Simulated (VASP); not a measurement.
# ZnCu in VASP: settings compared

The runs below take ZnCu through single point, with PBE, PBEsol.

Program: VASP 6.6.1. These are calculated values, not measurements. Logs are shortened: lines on timing, memory, paths and dates and some standing lists are left out, and cuts for length are marked.

## (1) The cell of the first run

The typed cell holds 2 atoms: a = 2.591 Å, b = 2.591 Å, c = 4.141 Å, α = 90.00°, β = 90.00°, γ = 109.90°.

## (2) Single point, PBE (one atom moved)

File INCAR:

```
ALGO = Normal
EDIFF = 1E-7
ENCUT = 520
GGA = PE
ISIF = 2
ISMEAR = 0
LASPH = T
LCHARG = F
LREAL = F
LWAVE = F
NBANDS = 18
NELM = 100
PREC = Accurate
SIGMA = 0.1
```

File KPOINTS:

```
k-points
0
Gamma
  16 16 10
```

File POSCAR:

```
ZnCu
1.0
    1.4880390000     -2.1212790000      0.0000000000
    1.4880390000      2.1212790000      0.0000000000
    0.0000000000      0.0000000000      4.1407460000
Zn Cu
1 1
Direct
    0.5000000000      0.5000000000      0.5000000000
    0.0155236607     -0.0012162400     -0.0042528569
```

Potentials or basis: VASP PAW PBE potentials, release 64 (Zn, Cu).

The run is started by

```
> cat potpaw_PBE.64/Zn/POTCAR potpaw_PBE.64/Cu/POTCAR > POTCAR
> mpirun -np 1 vasp_std > vasp.out
```

OUTCAR:

```text
EDIFF = 1E-7
   ENCUT = 520
   GGA = PE
   ISIF = 2
   ISMEAR = 0
   LASPH = T
   LREAL = F
   NELM = 100
   PREC = Accurate

 ion  position               nearest neighbor table
   1  0.500  0.500  0.500-   2 2.52   2 2.55   2 2.55   2 2.58
   2  0.016  0.999  0.996-   1 2.52   1 2.55   1 2.55   1 2.58

  LATTYP: Found a base centered orthorhombic cell.
 ALAT       =     2.9760780000
 B/A-ratio  =     1.4255533625
 C/A-ratio  =     1.3913432376

  Lattice vectors:

 A1 = (   1.4880390000,  -2.1212790000,   0.0000000000)
 A2 = (   1.4880390000,   2.1212790000,   0.0000000000)
 A3 = (   0.0000000000,   0.0000000000,   4.1407460000)

Analysis of symmetry for initial positions (statically):
=====================================================================
 Subroutine PRICEL returns:
 Original cell was already a primitive cell.

 Routine SETGRP: Setting up the symmetry group for a
 base centered orthorhombic supercell.

 Subroutine GETGRP returns: Found  1 space group operations
 (whereof  1 operations were pure point group operations)
 out of a pool of  8 trial point group operations.

The static configuration has the point symmetry C_1 .

Analysis of symmetry for dynamics (positions and initial velocities):
=====================================================================
 Subroutine PRICEL returns:
 Original cell was already a primitive cell.

 Routine SETGRP: Setting up the symmetry group for a
 base centered orthorhombic supercell.

 Subroutine GETGRP returns: Found  1 space group operations
 (whereof  1 operations were pure point group operations)
 out of a pool of  8 trial point group operations.

The dynamic configuration has the point symmetry C_1 .

 Subroutine INISYM returns: Found  1 space group operations
 (whereof  1 operations are pure point group operations),
 and found     1 'primitive' translations

----------------------------------------------------------------------------------------

                                     Primitive cell

  volume of cell :      26.1409

  direct lattice vectors                    reciprocal lattice vectors
     1.488039000 -2.121279000  0.000000000     0.336012699 -0.235706854  0.000000000
     1.488039000  2.121279000  0.000000000     0.336012699  0.235706854  0.000000000
     0.000000000  0.000000000  4.140746000     0.000000000  0.000000000  0.241502377

  length of vectors
     2.591155082  2.591155082  4.140746000     0.410441536  0.410441536  0.241502377

  position of ions in fractional coordinates (direct lattice)
     0.500000000  0.500000000  0.500000000
     0.015523661  0.998783760  0.995747143

  ion indices of the primitive-cell ions
   primitive index   ion index
                 1           1
                 2           2

----------------------------------------------------------------------------------------

 KPOINTS: k-points

Automatic generation of k-mesh.
 Grid dimensions read from file:
 generate k-points for:   16   16   10

 Generating k-lattice:

  Cartesian coordinates                     Fractional coordinates (reciprocal lattice)
     0.021000794 -0.014731678  0.000000000     0.062500000 -0.000000000  0.000000000
     0.021000794  0.014731678  0.000000000    -0.000000000  0.062500000  0.000000000
     0.000000000  0.000000000  0.024150238     0.000000000  0.000000000  0.100000000

  Length of vectors
     0.025652596  0.025652596  0.024150238

  Shift w.r.t. Gamma in fractional coordinates (k-lattice)
     0.000000000  0.000000000  0.000000000

 Subroutine IBZKPT returns following result:
 ===========================================

 Found   1284 irreducible k-points:

 Following reciprocal coordinates:
            Coordinates               Weight
  0.000000  0.000000  0.000000      1.000000
  0.062500  0.000000  0.000000      2.000000
  0.000000  0.062500  0.000000      2.000000
  0.125000  0.000000  0.000000      2.000000
  0.000000  0.125000  0.000000      2.000000
  0.187500  0.000000  0.000000      2.000000
[... 16 lines left out ...]
  0.250000  0.062500  0.000000      2.000000
  0.062500  0.250000  0.000000      2.000000
 [... further k-points ...]
   k-points           NKPTS =   1284   k-points in BZ     NKDIM =   1284   number of bands    NBANDS=     18
   number of dos      NEDOS =    301   number of ions     NIONS =      2
   total plane-waves  NPLWV =  12800
   dimension x,y,z NGX =    20 NGY =   20 NGZ =   32
   dimension x,y,z NGXF=    40 NGYF=   40 NGZF=   64
   ions per type =               1   1
   NGX,Y,Z   is equivalent  to a cutoff of  12.83, 12.83, 12.85 a.u.
   NGXF,Y,Z  is equivalent  to a cutoff of  25.66, 25.66, 25.70 a.u.
 SYSTEM =  unknown system
   PREC   = accura    normal or accurate (medium, high low for compatibility)
   ISTART =      0    job   : 0-new  1-cont  2-samecut
   ICHARG =      2    charge: 1-file 2-atom 10-const
   ISPIN  =      1    spin polarized calculation?
   LNONCOLLINEAR =      F non collinear calculations
   LSORBIT =      F    spin-orbit coupling
   LASPH  =      T    aspherical Exc in radial PAW
   ENCUT  =  520.0 eV  38.22 Ry    6.18 a.u.   4.82  4.82  7.70*2*pi/ulx,y,z
   NELM   =    100;   NELMIN=  2; NELMDL= -5     # of ELM steps
   EDIFF  = 0.1E-06   stopping-criterion for ELM
   LREAL  =      F    real-space projection
   EDIFFG = 0.1E-05   stopping-criterion for IOM
   NSW    =      0    number of steps for IOM
   IBRION =     -1    ionic relax: 0-MD 1-quasi-New 2-CG
   NFREE  =      0    steps in history (QN), initial steepest desc. (CG)
   ISIF   =      2    stress and relaxation
   ISYM   =      2    0-nonsym 1-usesym 2-fastsym
   POTIM  = 0.5000    time-step for ionic-motion
   TEBEG  =    0.0;   TEEND  =   0.0 temperature during run
   PSTRESS=    0.0 pullay stress
   NELECT =      23.0000    total number of electrons
   NUPDOWN=      -1.0000    fix difference up-down
   EMIN   =  10.00;   EMAX   =-10.00  energy-range for DOS
   EFERMI =   0.00;   METHOD = LEGACY
   ISMEAR =     0;   SIGMA  =   0.10  broadening in eV -4-tet -1-fermi 0-gaus
   EFERMI_NEDOS =   21; number of points for ismear=-14 and -15
   IALGO  =     38    algorithm
   IMIX   =      4    mixing-type and parameters
     AMIX     =   0.40;   BMIX     =  1.00
     AMIX_MAG =   1.60;   BMIX_MAG =  1.00
  volume/ion in A,a.u.               =      13.07        88.20
  Fermi-wavevector in a.u.,A,eV,Ry     =   1.568714  2.964440 33.482099  2.460865
  Thomas-Fermi vector in A             =   2.670704
   LORBIT       =      0    0 simple, 1 ext, 2 COOP (PROOUT), +10 PAW based schemes
   GGA     = PE    functional components
   LHFCALC =     F    Hartree Fock is set to
   AEXX    =    0.0000 exact exchange contribution
   IVDW    =     0    specifies the selected vdW correction
   LEPSILON=     F    determine dielectric tensor
   LRPA    =     F    only Hartree local field effects (RPA)
 non-spin polarized calculation
 Gauss-broadening in eV      SIGMA  =   0.10
  energy-cutoff  :      520.00
  volume of cell :       26.14
 maximum number of plane-waves:       728
   NGX =  9   NGY =  9   NGZ = 15

 number of electron      22.9999986 magnetization

 Free energy of the ion-electron system (eV)
  ---------------------------------------------------
  ext. energy  EPLUGINS =         0.00000000
  ---------------------------------------------------
  free energy    TOTEN  =        -4.93211430 eV

  energy without entropy =       -4.92992895  energy(sigma->0) =       -4.93102163

 E-fermi :   5.3155     XC(G=0): -12.2715

 val. band max:        5.2644711020   @ k =  -0.1875  -0.1875   0.2000
 cond. band min:       5.3274206358   @ k =   0.2500   0.1250   0.2000
 fundamental gap:      0.0629495338
 Fermi energy:         5.3154878284

 k-point     1 :       0.0000    0.0000    0.0000
  band No.  band energies     occupation
      1      -4.9202      2.00000
      2      -2.7480      2.00000
      3      -2.6117      2.00000
      4      -1.9269      2.00000
      5      -1.9061      2.00000
      6      -1.7133      2.00000
[... 10 lines left out ...]
     17      25.7225      0.00000
     18      28.0585      0.00000

 k-point     2 :       0.0625    0.0000    0.0000
  band No.  band energies     occupation
      1      -4.8162      2.00000
      2      -2.7241      2.00000
      3      -2.6007      2.00000
      4      -1.9445      2.00000
      5      -1.9057      2.00000
      6      -1.7284      2.00000
[... 10 lines left out ...]
     17      26.6568      0.00000
     18      26.9390      0.00000

 k-point     3 :       0.0000    0.0625    0.0000
  band No.  band energies     occupation
      1      -4.8162      2.00000
      2      -2.7241      2.00000
      3      -2.6007      2.00000
      4      -1.9445      2.00000
      5      -1.9057      2.00000
      6      -1.7283      2.00000
[... 10 lines left out ...]
     17      26.6871      0.00000
     18      26.9343      0.00000

 k-point     4 :       0.1250    0.0000    0.0000
  band No.  band energies     occupation
      1      -4.5085      2.00000
      2      -2.6725      2.00000
      3      -2.5542      2.00000
      4      -2.0043      2.00000
      5      -1.9000      2.00000
      6      -1.7583      2.00000
[... 10 lines left out ...]
     17      24.9438      0.00000
     18      25.5410      0.00000

 k-point     5 :       0.0000    0.1250    0.0000
  band No.  band energies     occupation
      1      -4.5084      2.00000
      2      -2.6724      2.00000
      3      -2.5543      2.00000
      4      -2.0045      2.00000
      5      -1.9000      2.00000
      6      -1.7582      2.00000
[... 10 lines left out ...]
     17      24.9451      0.00000
     18      25.5191      0.00000

 k-point     6 :       0.1875    0.0000    0.0000
  band No.  band energies     occupation
      1      -4.0154      2.00000
      2      -2.6346      2.00000
      3      -2.4418      2.00000
      4      -2.1075      2.00000
      5      -1.8793      2.00000
      6      -1.7809      2.00000
[... 10 lines left out ...]
     17      22.5380      0.00000
     18      24.3734      0.00000

 k-point     7 :       0.0000    0.1875    0.0000
  band No.  band energies     occupation
      1      -4.0153      2.00000
      2      -2.6346      2.00000
      3      -2.4419      2.00000
      4      -2.1078      2.00000
      5      -1.8793      2.00000
      6      -1.7807      2.00000
[... 10 lines left out ...]
     17      22.5389      0.00000
     18      24.3757      0.00000

 k-point     8 :       0.2500    0.0000    0.0000
  band No.  band energies     occupation
      1      -3.4078      2.00000
      2      -2.5805      2.00000
      3      -2.2625      2.00000
      4      -2.2316      2.00000
      5      -1.8357      2.00000
      6      -1.7933      2.00000
[... 10 lines left out ...]
     17      20.1590      0.00000
     18      23.0081      0.00000
[... 229 lines left out ...]
     17      24.2033      0.00000
     18      25.5957      0.00000

 k-point    20 :       0.0625    0.1250    0.0000
  band No.  band energies     occupation
      1      -4.2698      2.00000
      2      -2.6358      2.00000
      3      -2.5679      2.00000
      4      -2.0462      2.00000
      5      -1.8412      2.00000
      6      -1.7657      2.00000
[... 10 lines left out ...]
     17      24.2053      0.00000
     18      25.5968      0.00000

 k-point    21 :       0.1875    0.0625    0.0000
  band No.  band energies     occupation
      1      -3.7265      2.00000
      2      -2.6156      2.00000
      3      -2.4360      2.00000
      4      -2.1448      2.00000
      5      -1.7982      2.00000
      6      -1.7952      2.00000
[... 10 lines left out ...]
     17      21.7807      0.00000
     18      25.1746      0.00000

 k-point    22 :       0.0625    0.1875    0.0000
  band No.  band energies     occupation
      1      -3.7263      2.00000
      2      -2.6157      2.00000
      3      -2.4361      2.00000
      4      -2.1449      2.00000
      5      -1.7982      2.00000
      6      -1.7951      2.00000
[... 10 lines left out ...]
     17      21.7809      0.00000
     18      25.1760      0.00000

 k-point    23 :       0.2500    0.0625    0.0000
  band No.  band energies     occupation
      1      -3.1476      2.00000
      2      -2.5204      2.00000
      3      -2.2609      2.00000
      4      -2.2322      2.00000
      5      -1.8153      2.00000
      6      -1.7314      2.00000
[... 10 lines left out ...]
     17      19.4468      0.00000
     18      24.2410      0.00000

 k-point    24 :       0.0625    0.2500    0.0000
  band No.  band energies     occupation
      1      -3.1471      2.00000
      2      -2.5207      2.00000
      3      -2.2611      2.00000
      4      -2.2326      2.00000
      5      -1.8152      2.00000
      6      -1.7314      2.00000
[... 10 lines left out ...]
     17      19.4462      0.00000
     18      24.2463      0.00000

 [... further k-points ...]

------------------------ aborting loop because EDIFF is reached ----------------------------------------

  FORCE on cell =-STRESS in cart. coord.  units (eV):
  Direction    XX          YY          ZZ          XY          YZ          ZX
  --------------------------------------------------------------------------------------
  -------------------------------------------------------------------------------------
  Total        0.3094754      0.0159418      0.0536469      0.0019546     -0.0007775     -0.0078403
  in kB       18.9677610      0.9770744      3.2880180      0.1197999     -0.0476551     -0.4805326
  external PRESSURE =       7.7442844 kB  Pullay stress =       0.0000000 kB

 VOLUME and BASIS-vectors are now :
 -----------------------------------------------------------------------------
  energy-cutoff  :      520.00
  volume of cell :       26.14
      direct lattice vectors                 reciprocal lattice vectors
     1.488039000 -2.121279000  0.000000000     0.336012699 -0.235706854  0.000000000
     1.488039000  2.121279000  0.000000000     0.336012699  0.235706854  0.000000000
     0.000000000  0.000000000  4.140746000     0.000000000  0.000000000  0.241502377

 POSITION                                       TOTAL-FORCE (eV/Angst)
 -----------------------------------------------------------------------------------
      1.48804      0.00000      2.07037         0.063289      0.007364     -0.103909
      1.50933      2.08577      4.12314        -0.063289     -0.007364      0.103909
 -----------------------------------------------------------------------------------
    total drift:                                0.000257      0.000414     -0.000178

  FREE ENERGIE OF THE ION-ELECTRON SYSTEM (eV)
  ---------------------------------------------------
  free  energy   TOTEN  =        -4.9321143040 eV

  energy  without entropy=       -4.9299289512  energy(sigma->0) =       -4.93102163
```

It took 3 min on 1 thread of Intel Xeon 6975P-C (Granite Rapids), shared host; peak memory 0.68 GiB.

What came out:

| Property | Result |
| --- | --- |
| Free energy | -4.9321 eV |
| Pressure | 0.8 GPa |
| Largest force | 0.122 eV/Å |
| Band gap on the k mesh | zero (an odd number of electrons rules out a gap without spin polarisation) |

Forces on the atoms (eV/Å):
```
Zn   0.063  0.007 -0.104
Cu  -0.063 -0.007  0.104
```

Caveat: the cell differs from its parent crystal (one atom moved).

## (3) Single point, PBEsol (strained)

File INCAR:

```
SYSTEM = ZnCu
ALGO = Normal
EDIFF = 1E-6
ENCUT = 520
GGA = PS
ISIF = 2
ISMEAR = 0
LASPH = .TRUE.
LCHARG = .TRUE.
LELF = .TRUE.
LREAL = .FALSE.
LVHAR = .TRUE.
LWAVE = .FALSE.
NBANDS = 18
NELM = 100
PREC = Accurate
SIGMA = 0.1
```

File KPOINTS:

```
k-points
0
G
  18 18 10
  0 0 0
```

File POSCAR:

```
ZnCu
1.0
    1.5699555470     -2.2745626205      0.0000000000
    1.5699555470      2.2745626205      0.0000000000
    0.0000000000      0.0000000000      4.1558597229
Zn Cu
1 1
Direct
    0.5000000000      0.5000000000      0.5000000000
    0.0000000000      0.0000000000      0.0000000000
```

Potentials or basis: VASP PAW PBE potentials, release 64 (Zn, Cu).

The run is started by

```
> cat potpaw_PBE.64/Zn/POTCAR potpaw_PBE.64/Cu/POTCAR > POTCAR
> mpirun -np 1 vasp_std > vasp.out
```

Wall time 75 s (1 thread of Intel Xeon 6975P-C (Granite Rapids), shared host); peak memory 0.4 GiB.

Results (log left out):

- Free energy: -5.7206 eV
- Pressure: -14.6 GPa
- Band gap on the k mesh: zero (an odd number of electrons rules out a gap without spin polarisation)

Stress tensor (GPa, compression positive):
```
-13.75   0.00   0.00
  0.00 -17.80   0.00
  0.00   0.00 -12.26
```

Levels at points of the mesh, in eV from the Fermi level:
```tsv
k point	band 9	band 10	band 11	band 12	band 13	band 14	band 15	band 16
(0.00, 0.00, 0.00)	-2.35	-2.35	-2.25	-0.78	2.43	11.91	13.33	16.22
(0.50, 0.00, 0.00)	-2.93	-2.40	-2.11	-0.86	6.43	6.48	6.54	7.16
(0.50, 0.50, 0.00)	-2.57	-1.90	-1.83	0.65	5.22	5.66	6.46	9.71
(0.00, 0.00, 0.50)	-2.98	-2.52	-2.37	-2.27	11.86	12.07	14.29	15.22
(0.50, 0.00, 0.50)	-2.37	-2.03	-1.87	-1.07	0.82	1.88	11.79	13.07
(0.50, 0.50, 0.50)	-2.56	-1.84	0.74	1.23	1.69	2.61	7.69	8.89
```

Caveat: the cell differs from its parent crystal (strained); the stress differs along the axes, from -18 to -12 GPa; the PAW data sets were made with another functional, which shifts forces and pressure a little.

The gap in the log of VASP goes by the Fermi energy; the results here count the filled bands.